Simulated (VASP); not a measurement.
# Li (P6_3/mmc) in VASP: further runs

The runs below take Li through single point, with PBEsol.

Program: VASP 6.6.1. These are calculated values, not measurements. Logs are shortened: lines on timing, memory, paths and dates and some standing lists are left out, and cuts for length are marked.

## (1) The cell of the first run

It takes space group P6_3/mmc (No. 194, hexagonal). Conventional cell: a = 3.284 Å, b = 3.284 Å, c = 4.570 Å, α = 90.00°, β = 90.00°, γ = 120.00°. Li (site symmetry -6m2) has 12 Li at 2.97 to 3.28 Å within 3.9 Å.

## (2) Single point, PBEsol

File INCAR:

```
ALGO     = Normal         # electronic algorithm
EDIFF    = 1E-6           # SCF threshold, eV
ENCUT    = 520            # plane-wave cutoff, eV
GGA      = PS             # functional
ISIF     = 2              # what is computed and relaxed
ISMEAR   = 0              # smearing method
LASPH    = True           # aspherical terms in the spheres
LCHARG   = True           # write CHGCAR
LELF     = True           # ELF
LREAL    = False          # projectors in reciprocal space
LVHAR    = True         
LWAVE    = False          # write WAVECAR
NBANDS   = 10             # bands
NELM     = 80             # most SCF steps
PREC     = Accurate       # precision mode
SIGMA    = 0.15           # smearing width, eV
```

File KPOINTS:

```
k-points
0
Gamma
  18 18 10
```

File POSCAR:

```
Li
1.0
    3.2841829056      0.0000000000      0.0000000000
   -1.6420914528      2.8441858269      0.0000000000
    0.0000000000      0.0000000000      4.5700360574
Li
2
Direct
    0.3333333333      0.6666666667      0.2500000000
    0.6666666667      0.3333333333      0.7500000000
```

Potentials or basis: VASP PAW PBE potentials, release 64 (Li_sv).

Launch:

```bash
> cat potpaw_PBE.64/Li_sv/POTCAR > POTCAR
> mpirun -np 1 vasp_std > vasp.out
```

OUTCAR:

```text
EDIFF = 1E-6
   ENCUT = 520
   GGA = PS
   ISIF = 2
   ISMEAR = 0
   LASPH = True
   LREAL = False
   NELM = 80
   PREC = Accurate

 ion  position               nearest neighbor table
   1  0.333  0.667  0.250-
   2  0.667  0.333  0.750-

  LATTYP: Found a hexagonal cell.
 ALAT       =     3.2841829056
 C/A-ratio  =     1.3915290922

  Lattice vectors:

 A1 = (   3.2841829056,   0.0000000000,   0.0000000000)
 A2 = (  -1.6420914528,   2.8441858269,   0.0000000000)
 A3 = (   0.0000000000,   0.0000000000,   4.5700360574)

Analysis of symmetry for initial positions (statically):
=====================================================================
 Subroutine PRICEL returns:
 Original cell was already a primitive cell.

 Routine SETGRP: Setting up the symmetry group for a
 hexagonal supercell.

 Subroutine GETGRP returns: Found 24 space group operations
 (whereof 12 operations were pure point group operations)
 out of a pool of 24 trial point group operations.

The static configuration has the point symmetry D_3d.
 The point group associated with its full space group is D_6h.

Analysis of symmetry for dynamics (positions and initial velocities):
=====================================================================
 Subroutine PRICEL returns:
 Original cell was already a primitive cell.

 Routine SETGRP: Setting up the symmetry group for a
 hexagonal supercell.

 Subroutine GETGRP returns: Found 24 space group operations
 (whereof 12 operations were pure point group operations)
 out of a pool of 24 trial point group operations.

The dynamic configuration has the point symmetry D_3d.
 The point group associated with its full space group is D_6h.

 Subroutine INISYM returns: Found 24 space group operations
 (whereof 12 operations are pure point group operations),
 and found     1 'primitive' translations

----------------------------------------------------------------------------------------

                                     Primitive cell

  volume of cell :      42.6879

  direct lattice vectors                    reciprocal lattice vectors
     3.284182906  0.000000000  0.000000000     0.304489740  0.175797234  0.000000000
    -1.642091453  2.844185827  0.000000000     0.000000000  0.351594467  0.000000000
     0.000000000  0.000000000  4.570036057     0.000000000  0.000000000  0.218816654

  length of vectors
     3.284182906  3.284182906  4.570036057     0.351594467  0.351594467  0.218816654

  position of ions in fractional coordinates (direct lattice)
     0.333333333  0.666666667  0.250000000
     0.666666667  0.333333333  0.750000000

  ion indices of the primitive-cell ions
   primitive index   ion index
                 1           1
                 2           2

----------------------------------------------------------------------------------------

 KPOINTS: k-points

Automatic generation of k-mesh.
 Grid dimensions read from file:
 generate k-points for:   18   18   10

 Generating k-lattice:

  Cartesian coordinates                     Fractional coordinates (reciprocal lattice)
     0.016916097  0.009766513  0.000000000     0.055555556  0.000000000  0.000000000
     0.000000000  0.019533026  0.000000000     0.000000000  0.055555556  0.000000000
     0.000000000  0.000000000  0.021881665     0.000000000  0.000000000  0.100000000

  Length of vectors
     0.019533026  0.019533026  0.021881665

  Shift w.r.t. Gamma in fractional coordinates (k-lattice)
     0.000000000  0.000000000  0.000000000

 Subroutine IBZKPT returns following result:
 ===========================================

 Found    222 irreducible k-points:

 Following reciprocal coordinates:
            Coordinates               Weight
  0.000000  0.000000  0.000000      1.000000
  0.055556  0.000000  0.000000      6.000000
  0.111111  0.000000  0.000000      6.000000
  0.166667 -0.000000  0.000000      6.000000
  0.222222  0.000000  0.000000      6.000000
  0.277778  0.000000  0.000000      6.000000
[... 16 lines left out ...]
  0.333333  0.111111  0.000000     12.000000
  0.388889  0.111111  0.000000     12.000000
 [... further k-points ...]
   k-points           NKPTS =    222   k-points in BZ     NKDIM =    222   number of bands    NBANDS=     10
   number of dos      NEDOS =    301   number of ions     NIONS =      2
   total plane-waves  NPLWV =  20736
   dimension x,y,z NGX =    24 NGY =   24 NGZ =   36
   dimension x,y,z NGXF=    48 NGYF=   48 NGZF=   72
   ions per type =               2
   NGX,Y,Z   is equivalent  to a cutoff of  12.15, 12.15, 13.10 a.u.
   NGXF,Y,Z  is equivalent  to a cutoff of  24.30, 24.30, 26.19 a.u.
 SYSTEM =  unknown system
   PREC   = accura    normal or accurate (medium, high low for compatibility)
   ISTART =      0    job   : 0-new  1-cont  2-samecut
   ICHARG =      2    charge: 1-file 2-atom 10-const
   ISPIN  =      1    spin polarized calculation?
   LNONCOLLINEAR =      F non collinear calculations
   LSORBIT =      F    spin-orbit coupling
   LASPH  =      T    aspherical Exc in radial PAW
   ENCUT  =  520.0 eV  38.22 Ry    6.18 a.u.   6.11  6.11  8.50*2*pi/ulx,y,z
   NELM   =     80;   NELMIN=  2; NELMDL= -5     # of ELM steps
   EDIFF  = 0.1E-05   stopping-criterion for ELM
   LREAL  =      F    real-space projection
   EDIFFG = 0.1E-04   stopping-criterion for IOM
   NSW    =      0    number of steps for IOM
   IBRION =     -1    ionic relax: 0-MD 1-quasi-New 2-CG
   NFREE  =      0    steps in history (QN), initial steepest desc. (CG)
   ISIF   =      2    stress and relaxation
   ISYM   =      2    0-nonsym 1-usesym 2-fastsym
   POTIM  = 0.5000    time-step for ionic-motion
   TEBEG  =    0.0;   TEEND  =   0.0 temperature during run
   PSTRESS=    0.0 pullay stress
   NELECT =       6.0000    total number of electrons
   NUPDOWN=      -1.0000    fix difference up-down
   EMIN   =  10.00;   EMAX   =-10.00  energy-range for DOS
   EFERMI =   0.00;   METHOD = LEGACY
   ISMEAR =     0;   SIGMA  =   0.15  broadening in eV -4-tet -1-fermi 0-gaus
   EFERMI_NEDOS =   21; number of points for ismear=-14 and -15
   IALGO  =     38    algorithm
   IMIX   =      4    mixing-type and parameters
     AMIX     =   0.40;   BMIX     =  1.00
     AMIX_MAG =   1.60;   BMIX_MAG =  1.00
  volume/ion in A,a.u.               =      21.34       144.04
  Fermi-wavevector in a.u.,A,eV,Ry     =   0.851184  1.608505  9.857621  0.724515
  Thomas-Fermi vector in A             =   1.967278
   LORBIT       =      0    0 simple, 1 ext, 2 COOP (PROOUT), +10 PAW based schemes
   GGA     = PS    functional components
   LHFCALC =     F    Hartree Fock is set to
   AEXX    =    0.0000 exact exchange contribution
   IVDW    =     0    specifies the selected vdW correction
   LEPSILON=     F    determine dielectric tensor
   LRPA    =     F    only Hartree local field effects (RPA)
 non-spin polarized calculation
 Gauss-broadening in eV      SIGMA  =   0.15
  energy-cutoff  :      520.00
  volume of cell :       42.69
 maximum number of plane-waves:      1168
   NGX = 13   NGY = 13   NGZ = 17

 number of electron       6.0000007 magnetization

 Free energy of the ion-electron system (eV)
  ---------------------------------------------------
  ext. energy  EPLUGINS =         0.00000000
  ---------------------------------------------------
  free energy    TOTEN  =        -3.89451465 eV

  energy without entropy =       -3.88347837  energy(sigma->0) =       -3.88899651

 E-fermi :   0.4823     XC(G=0):  -6.8925

 val. band max:        0.4811199457   @ k =   0.3333   0.2222   0.2000
 cond. band min:       0.5121795701   @ k =   0.3333   0.1111   0.5000
 fundamental gap:      0.0310596245
 Fermi energy:         0.4823007929

 k-point     1 :       0.0000    0.0000    0.0000
  band No.  band energies     occupation
      1     -45.5597      2.00000
      2     -45.5331      2.00000
      3      -2.9960      2.00000
      4       1.4753      0.00000
      5       4.5659      0.00000
      6      10.7266      0.00000
      7      10.7267      0.00000
      8      12.3632      0.00000
      9      12.3632      0.00000
     10      15.3638      0.00000

 k-point     2 :       0.0556    0.0000    0.0000
  band No.  band energies     occupation
      1     -45.5594      2.00000
      2     -45.5332      2.00000
      3      -2.9529      2.00000
      4       1.5310      0.00000
      5       4.5697      0.00000
      6      10.2806      0.00000
      7      10.3863      0.00000
      8      12.3931      0.00000
      9      12.7042      0.00000
     10      15.3059      0.00000

 k-point     3 :       0.1111    0.0000    0.0000
  band No.  band energies     occupation
      1     -45.5584      2.00000
      2     -45.5332      2.00000
      3      -2.8234      2.00000
      4       1.6981      0.00000
      5       4.5745      0.00000
      6       9.2941      0.00000
      7       9.7610      0.00000
      8      12.4303      0.00000
      9      13.2611      0.00000
     10      14.7157      0.00000

 k-point     4 :       0.1667   -0.0000    0.0000
  band No.  band energies     occupation
      1     -45.5568      2.00000
      2     -45.5334      2.00000
      3      -2.6070      2.00000
      4       1.9762      0.00000
      5       4.5465      0.00000
      6       8.2027      0.00000
      7       9.1340      0.00000
      8      12.4165      0.00000
      9      13.5526      0.00000
     10      13.5820      0.00000
[... 222 lines left out ...]
 k-point    22 :       0.2778    0.1111    0.0000
  band No.  band energies     occupation
      1     -45.5492      2.00000
      2     -45.5349      2.00000
      3      -1.3058      2.00000
      4       3.3750      0.00000
      5       3.6253      0.00000
      6       5.7255      0.00000
      7       7.5552      0.00000
      8       9.6483      0.00000
      9      11.1238      0.00000
     10      12.7888      0.00000

 k-point    23 :       0.3333    0.1111    0.0000
  band No.  band energies     occupation
      1     -45.5470      2.00000
      2     -45.5358      2.00000
      3      -0.7506      2.00000
      4       2.5279      0.00000
      5       4.3186      0.00000
      6       5.6160      0.00000
      7       7.4828      0.00000
      8       8.4702      0.00000
      9      10.4113      0.00000
     10      12.6254      0.00000

 k-point    24 :       0.3889    0.1111    0.0000
  band No.  band energies     occupation
      1     -45.5453      2.00000
      2     -45.5366      2.00000
      3      -0.1467      2.00000
      4       1.7098      0.00000
      5       5.0645      0.00000
      6       5.5848      0.00000
      7       7.4248      0.00000
      8       7.4998      0.00000
      9       9.9173      0.00000
     10      12.4945      0.00000

 [... further k-points ...]
[... 5 lines left out ...]
  --------------------------------------------------------------------------------------
  -------------------------------------------------------------------------------------
  Total       -0.4198457     -0.4198457      0.2562346     -0.0000000     -0.0000000      0.0000000
  in kB      -15.7577915    -15.7577915      9.6170839     -0.0000000     -0.0000000      0.0000000
  external PRESSURE =      -7.2994997 kB  Pullay stress =       0.0000000 kB

 VOLUME and BASIS-vectors are now :
 -----------------------------------------------------------------------------
  energy-cutoff  :      520.00
  volume of cell :       42.69
      direct lattice vectors                 reciprocal lattice vectors
     3.284182906  0.000000000  0.000000000     0.304489740  0.175797234  0.000000000
    -1.642091453  2.844185827  0.000000000     0.000000000  0.351594467  0.000000000
     0.000000000  0.000000000  4.570036057     0.000000000  0.000000000  0.218816654

 POSITION                                       TOTAL-FORCE (eV/Angst)
 -----------------------------------------------------------------------------------
     -0.00000      1.89612      1.14251         0.000000      0.000000     -0.000000
      1.64209      0.94806      3.42753        -0.000000     -0.000000      0.000000
 -----------------------------------------------------------------------------------
    total drift:                               -0.000000      0.000000      0.000000

  FREE ENERGIE OF THE ION-ELECTRON SYSTEM (eV)
  ---------------------------------------------------
  free  energy   TOTEN  =        -3.8945146483 eV

  energy  without entropy=       -3.8834783701  energy(sigma->0) =       -3.88899651
```

Run time: 42 s. Hardware: 1 thread of AMD EPYC 7R13 (Zen 3), shared host; peak memory 0.17 GiB.

What came out:

| Item | Value |
| --- | --- |
| Free energy | -3.8945 eV |
| Band gap on the k mesh | zero (band 3 reaches 2.19 eV, above the bottom of band 4 at -1.64 eV) |

Caveat: the cutoff is under 1.25 times the usual one of these potentials, so pressure, stress and relaxed cells hold a basis-set (Pulay) error; the PAW data sets were made with another functional, which shifts forces and pressure a little.

[end of part 1 of 2]
